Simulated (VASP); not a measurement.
V:

```xyz
1
Lattice="-1.5130 1.5130 1.5130 1.5130 -1.5130 1.5130 1.5130 1.5130 -1.5130" Properties=species:S:1:pos:R:3 pbc="T T T"
V     0.0000    0.0000    0.0000
```

Base run:

- Program: VASP 6.6.1
- Functional: r2SCAN
- Potentials or basis: VASP PAW PBE potentials, release 64 (V_sv)
- Cutoff: 520 eV
- k mesh: 12 × 12 × 12
- Occupations: fermi-dirac, width 0.1 eV
- Spin: collinear spin, ferromagnetic start
- Starting moments: [1.08] μB
- Fixed moment: 1.08 μB

Its results: pressure 0.0 GPa; site moments V +0.91 μB.

**Question.** The run is repeated on the same cell with these changes: fixed moment from 1.08 μB to 0.18 μB; moments at the start from [1.08] to [0.18]. What comes out?

**Answer.** Pressure -6.6 GPa; site moments V +0.15 μB.

Caveats: the PAW data sets were made with another functional, which shifts forces and pressure a little; the total moment is fixed, so each spin has its own Fermi level.
